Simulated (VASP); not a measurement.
# Os (P6_3/mmc) in VASP: single point with PBE

Aim: the single point of Os with PBE.

Everything below comes from runs of VASP 6.6.1. Logs are shortened: lines on timing, memory, paths and dates and some standing lists are left out, and cuts for length are marked.

### Step 1. The cell of the first run

It takes space group P6_3/mmc (No. 194, hexagonal). The conventional cell has a = 2.775 Å, b = 2.775 Å, c = 4.320 Å, α = 90.00°, β = 90.00°, γ = 120.00°. Os (site symmetry -6m2) has 12 Os at 2.69 to 2.78 Å within 3.5 Å.

### Step 2. Single point, PBE (x and y stretched by +1.5 %, z held)

Input file INCAR:

```
ALGO = Normal
EDIFF = 1E-6
ENCUT = 520
GGA = PE
ISIF = 2
ISMEAR = -1
LASPH = T
LCHARG = F
LREAL = F
LWAVE = F
NBANDS = 15
NELM = 60
PREC = Accurate
SIGMA = 0.08
```

Input file KPOINTS:

```
k-points
0
Gamma
  17 17 10
```

Input file POSCAR:

```
Os
1.0
    2.7751114751      0.0000000000      0.0000000000
   -1.3875557376      2.4033170358      0.0000000000
    0.0000000000      0.0000000000      4.3197000000
Os
2
Direct
    0.3333333333      0.6666666667      0.2500000000
    0.6666666667      0.3333333333      0.7500000000
```

Potentials or basis: VASP PAW PBE potentials, release 64 (Os).

Command:

```bash
cat potpaw_PBE.64/Os/POTCAR > POTCAR
mpirun -np 1 vasp_std > vasp.out
```

OUTCAR:

```text
EDIFF = 1E-6
   ENCUT = 520
   GGA = PE
   ISIF = 2
   ISMEAR = -1
   LASPH = T
   LREAL = F
   NELM = 60
   PREC = Accurate

 ion  position               nearest neighbor table
   1  0.333  0.667  0.250-   2 2.69   2 2.69   2 2.69   2 2.69   2 2.69   2 2.69
   2  0.667  0.333  0.750-   1 2.69   1 2.69   1 2.69   1 2.69   1 2.69   1 2.69

  LATTYP: Found a hexagonal cell.
 ALAT       =     2.7751114751
 C/A-ratio  =     1.5565861187

  Lattice vectors:

 A1 = (   2.7751114751,   0.0000000000,   0.0000000000)
 A2 = (  -1.3875557376,   2.4033170358,   0.0000000000)
 A3 = (   0.0000000000,   0.0000000000,   4.3197000000)

Analysis of symmetry for initial positions (statically):
=====================================================================
 Subroutine PRICEL returns:
 Original cell was already a primitive cell.

 Routine SETGRP: Setting up the symmetry group for a
 hexagonal supercell.

 Subroutine GETGRP returns: Found 24 space group operations
 (whereof 12 operations were pure point group operations)
 out of a pool of 24 trial point group operations.

The static configuration has the point symmetry D_3d.
 The point group associated with its full space group is D_6h.

Analysis of symmetry for dynamics (positions and initial velocities):
=====================================================================
 Subroutine PRICEL returns:
 Original cell was already a primitive cell.

 Routine SETGRP: Setting up the symmetry group for a
 hexagonal supercell.

 Subroutine GETGRP returns: Found 24 space group operations
 (whereof 12 operations were pure point group operations)
 out of a pool of 24 trial point group operations.

The dynamic configuration has the point symmetry D_3d.
 The point group associated with its full space group is D_6h.

 Subroutine INISYM returns: Found 24 space group operations
 (whereof 12 operations are pure point group operations),
 and found     1 'primitive' translations

----------------------------------------------------------------------------------------

                                     Primitive cell

  volume of cell :      28.8101

  direct lattice vectors                    reciprocal lattice vectors
     2.775111475  0.000000000  0.000000000     0.360345885  0.208045794  0.000000000
    -1.387555738  2.403317036  0.000000000     0.000000000  0.416091587  0.000000000
     0.000000000  0.000000000  4.319700000     0.000000000  0.000000000  0.231497558

  length of vectors
     2.775111475  2.775111475  4.319700000     0.416091587  0.416091587  0.231497558

  position of ions in fractional coordinates (direct lattice)
     0.333333333  0.666666667  0.250000000
     0.666666667  0.333333333  0.750000000

  ion indices of the primitive-cell ions
   primitive index   ion index
                 1           1
                 2           2

----------------------------------------------------------------------------------------

 KPOINTS: k-points

Automatic generation of k-mesh.
 Grid dimensions read from file:
 generate k-points for:   17   17   10

 Generating k-lattice:

  Cartesian coordinates                     Fractional coordinates (reciprocal lattice)
     0.021196817  0.012237988  0.000000000     0.058823529  0.000000000  0.000000000
     0.000000000  0.024475976  0.000000000     0.000000000  0.058823529  0.000000000
     0.000000000  0.000000000  0.023149756     0.000000000  0.000000000  0.100000000

  Length of vectors
     0.024475976  0.024475976  0.023149756

  Shift w.r.t. Gamma in fractional coordinates (k-lattice)
     0.000000000  0.000000000  0.000000000

 Subroutine IBZKPT returns following result:
 ===========================================

 Found    198 irreducible k-points:

 Following reciprocal coordinates:
            Coordinates               Weight
  0.000000  0.000000  0.000000      1.000000
  0.058824  0.000000  0.000000      6.000000
  0.117647  0.000000  0.000000      6.000000
  0.176471  0.000000  0.000000      6.000000
  0.235294  0.000000  0.000000      6.000000
  0.294118  0.000000  0.000000      6.000000
[... 16 lines left out ...]
  0.411765  0.117647  0.000000     12.000000
  0.176471  0.176471  0.000000      6.000000
 [... further k-points ...]
   k-points           NKPTS =    198   k-points in BZ     NKDIM =    198   number of bands    NBANDS=     15
   number of dos      NEDOS =    301   number of ions     NIONS =      2
   total plane-waves  NPLWV =  18432
   dimension x,y,z NGX =    24 NGY =   24 NGZ =   32
   dimension x,y,z NGXF=    48 NGYF=   48 NGZF=   64
   ions per type =               2
   NGX,Y,Z   is equivalent  to a cutoff of  14.38, 14.38, 12.32 a.u.
   NGXF,Y,Z  is equivalent  to a cutoff of  28.75, 28.75, 24.63 a.u.
 SYSTEM =  unknown system
   PREC   = accura    normal or accurate (medium, high low for compatibility)
   ISTART =      0    job   : 0-new  1-cont  2-samecut
   ICHARG =      2    charge: 1-file 2-atom 10-const
   ISPIN  =      1    spin polarized calculation?
   LNONCOLLINEAR =      F non collinear calculations
   LSORBIT =      F    spin-orbit coupling
   LASPH  =      T    aspherical Exc in radial PAW
   ENCUT  =  520.0 eV  38.22 Ry    6.18 a.u.   5.16  5.16  8.03*2*pi/ulx,y,z
   NELM   =     60;   NELMIN=  2; NELMDL= -5     # of ELM steps
   EDIFF  = 0.1E-05   stopping-criterion for ELM
   LREAL  =      F    real-space projection
   EDIFFG = 0.1E-04   stopping-criterion for IOM
   NSW    =      0    number of steps for IOM
   IBRION =     -1    ionic relax: 0-MD 1-quasi-New 2-CG
   NFREE  =      0    steps in history (QN), initial steepest desc. (CG)
   ISIF   =      2    stress and relaxation
   ISYM   =      2    0-nonsym 1-usesym 2-fastsym
   POTIM  = 0.5000    time-step for ionic-motion
   TEBEG  =    0.0;   TEEND  =   0.0 temperature during run
   PSTRESS=    0.0 pullay stress
   NELECT =      16.0000    total number of electrons
   NUPDOWN=      -1.0000    fix difference up-down
   EMIN   =  10.00;   EMAX   =-10.00  energy-range for DOS
   EFERMI =   0.00;   METHOD = LEGACY
   ISMEAR =    -1;   SIGMA  =   0.08  broadening in eV -4-tet -1-fermi 0-gaus
   EFERMI_NEDOS =   21; number of points for ismear=-14 and -15
   IALGO  =     38    algorithm
   IMIX   =      4    mixing-type and parameters
     AMIX     =   0.40;   BMIX     =  1.00
     AMIX_MAG =   1.60;   BMIX_MAG =  1.00
  volume/ion in A,a.u.               =      14.41        97.21
  Fermi-wavevector in a.u.,A,eV,Ry     =   1.345653  2.542916 24.637190  1.810782
  Thomas-Fermi vector in A             =   2.473549
   LORBIT       =      0    0 simple, 1 ext, 2 COOP (PROOUT), +10 PAW based schemes
   GGA     = PE    functional components
   LHFCALC =     F    Hartree Fock is set to
   AEXX    =    0.0000 exact exchange contribution
   IVDW    =     0    specifies the selected vdW correction
   LEPSILON=     F    determine dielectric tensor
   LRPA    =     F    only Hartree local field effects (RPA)
 non-spin polarized calculation
  energy-cutoff  :      520.00
  volume of cell :       28.81
 maximum number of plane-waves:       788
 NGX is ok and might be reduce to    24
   NGX = 11   NGY = 11   NGZ = 17

 number of electron      15.9999998 magnetization

 Free energy of the ion-electron system (eV)
  ---------------------------------------------------
  ext. energy  EPLUGINS =         0.00000000
  ---------------------------------------------------
  free energy    TOTEN  =       -22.50229702 eV

  energy without entropy =      -22.47417443  energy(sigma->0) =      -22.48823573

 E-fermi :   9.0716     XC(G=0): -13.8886

 val. band max:        9.0623888748   @ k =   0.3529   0.2353   0.3000
 cond. band min:       9.0794320404   @ k =   0.1176   0.1176   0.3000
 fundamental gap:      0.0170431656
 Fermi energy:         9.0715990087

 k-point     1 :       0.0000    0.0000    0.0000
  band No.  band energies     occupation
      1      -1.6485      2.00000
      2       1.5287      2.00000
      3       6.0787      2.00000
      4       6.0787      2.00000
      5       6.5077      2.00000
      6       6.9199      2.00000
      7       6.9199      2.00000
      8       7.3957      2.00000
      9       7.3957      2.00000
     10       9.2242      0.25856
     11      10.6343      0.00000
     12      10.6343      0.00000
     13      17.9421      0.00000
     14      22.9968      0.00000
     15      25.9590      0.00000

 k-point     2 :       0.0588    0.0000    0.0000
  band No.  band energies     occupation
      1      -1.5142      2.00000
      2       1.6459      2.00000
      3       5.8090      2.00000
      4       6.1953      2.00000
      5       6.7389      2.00000
      6       6.8455      2.00000
      7       7.0280      2.00000
      8       7.2453      2.00000
      9       7.3006      2.00000
     10       8.5394      1.99742
     11      10.7030      0.00000
     12      11.5169      0.00000
     13      17.9334      0.00000
     14      23.2690      0.00000
     15      26.1263      0.00000

 k-point     3 :       0.1176    0.0000    0.0000
  band No.  band energies     occupation
      1      -1.1229      2.00000
      2       1.9713      2.00000
      3       5.3715      2.00000
      4       6.5404      2.00000
      5       6.6176      2.00000
      6       6.6552      2.00000
      7       7.0513      2.00000
      8       7.1457      2.00000
      9       7.3466      2.00000
     10       7.8502      2.00000
     11      10.8760      0.00000
     12      12.9454      0.00000
     13      17.8863      0.00000
     14      23.9870      0.00000
     15      26.5475      0.00000

 k-point     4 :       0.1765    0.0000    0.0000
  band No.  band energies     occupation
      1      -0.5128      2.00000
      2       2.4056      2.00000
      3       4.9669      2.00000
      4       5.7425      2.00000
      5       6.3615      2.00000
      6       6.7206      2.00000
      7       7.0977      2.00000
      8       7.4992      2.00000
      9       7.6307      2.00000
     10       7.8572      2.00000
     11      11.0883      0.00000
     12      14.4763      0.00000
     13      17.7679      0.00000
     14      24.4768      0.00000
     15      26.4960      0.00000
[... 307 lines left out ...]
 k-point    22 :       0.3529    0.1176    0.0000
  band No.  band energies     occupation
      1       2.3986      2.00000
      2       2.6545      2.00000
      3       3.0532      2.00000
      4       5.2776      2.00000
      5       5.5045      2.00000
      6       6.6413      2.00000
      7       7.1019      2.00000
      8      10.0816      0.00001
      9      10.6878      0.00000
     10      11.4729      0.00000
     11      12.1549      0.00000
     12      16.4627      0.00000
     13      18.0807      0.00000
     14      19.6204      0.00000
     15      20.6875      0.00000

 k-point    23 :       0.4118    0.1176    0.0000
  band No.  band energies     occupation
      1       2.5010      2.00000
      2       2.5764      2.00000
      3       2.8639      2.00000
      4       5.4661      2.00000
      5       5.6476      2.00000
      6       6.5237      2.00000
      7       7.3521      2.00000
      8      10.7593      0.00000
      9      10.9745      0.00000
     10      11.4976      0.00000
     11      13.1297      0.00000
     12      14.9175      0.00000
     13      18.4887      0.00000
     14      18.8826      0.00000
     15      21.4029      0.00000

 k-point    24 :       0.1765    0.1765    0.0000
  band No.  band energies     occupation
      1       1.3463      2.00000
      2       3.4186      2.00000
      3       4.0462      2.00000
      4       4.0581      2.00000
      5       5.7021      2.00000
      6       6.2706      2.00000
      7       7.1722      2.00000
      8       8.3460      1.99977
      9       9.2230      0.26190
     10      10.1147      0.00000
     11      11.2745      0.00000
     12      17.4749      0.00000
     13      18.0575      0.00000
     14      21.3823      0.00000
     15      21.9204      0.00000

 [... further k-points ...]
[... 5 lines left out ...]
  --------------------------------------------------------------------------------------
  -------------------------------------------------------------------------------------
  Total       -1.0133937     -1.0133937      0.2538932      0.0000000      0.0000000      0.0000000
  in kB      -56.3564579    -56.3564579     14.1194082      0.0000000      0.0000000      0.0000000
  external PRESSURE =     -32.8645025 kB  Pullay stress =       0.0000000 kB

 VOLUME and BASIS-vectors are now :
 -----------------------------------------------------------------------------
  energy-cutoff  :      520.00
  volume of cell :       28.81
      direct lattice vectors                 reciprocal lattice vectors
     2.775111475  0.000000000  0.000000000     0.360345885  0.208045794  0.000000000
    -1.387555738  2.403317036  0.000000000     0.000000000  0.416091587  0.000000000
     0.000000000  0.000000000  4.319700000     0.000000000  0.000000000  0.231497558

 POSITION                                       TOTAL-FORCE (eV/Angst)
 -----------------------------------------------------------------------------------
     -0.00000      1.60221      1.07993        -0.000000     -0.000000      0.000000
      1.38756      0.80111      3.23977         0.000000      0.000000      0.000000
 -----------------------------------------------------------------------------------
    total drift:                               -0.000000      0.000000     -0.000000

  FREE ENERGIE OF THE ION-ELECTRON SYSTEM (eV)
  ---------------------------------------------------
  free  energy   TOTEN  =       -22.5022970205 eV

  energy  without entropy=      -22.4741744341  energy(sigma->0) =      -22.48823573
```

It took 76 s on 1 thread of Oxide Virtual Turin-like, shared host; peak memory 0.17 GiB.

Results:

- Free energy: -22.5023 eV
- Pressure: -3.3 GPa
- Band gap on the k mesh: zero (band 8 reaches 10.89 eV, above the bottom of band 9 at 7.26 eV)

Stress tensor (GPa, compression positive):
```
-5.64  0.00  0.00
 0.00 -5.64  0.00
 0.00  0.00  1.41
```

Levels at points of the mesh, in eV from the Fermi level:
| k point | band 5 | band 6 | band 7 | band 8 | band 9 | band 10 | band 11 | band 12 |
| --- | --- | --- | --- | --- | --- | --- | --- | --- |
| (0.00, 0.00, 0.00) | -2.56 | -2.15 | -2.15 | -1.68 | -1.68 | 0.15 | 1.56 | 1.56 |
| (0.00, 0.00, 0.50) | -3.22 | -3.22 | -3.22 | -3.22 | 0.81 | 0.81 | 0.81 | 0.81 |

Caveat: the cell differs from its parent crystal (x and y stretched by +1.5 %, z held); spin-orbit coupling is left out, which moves the levels of the heavy elements.
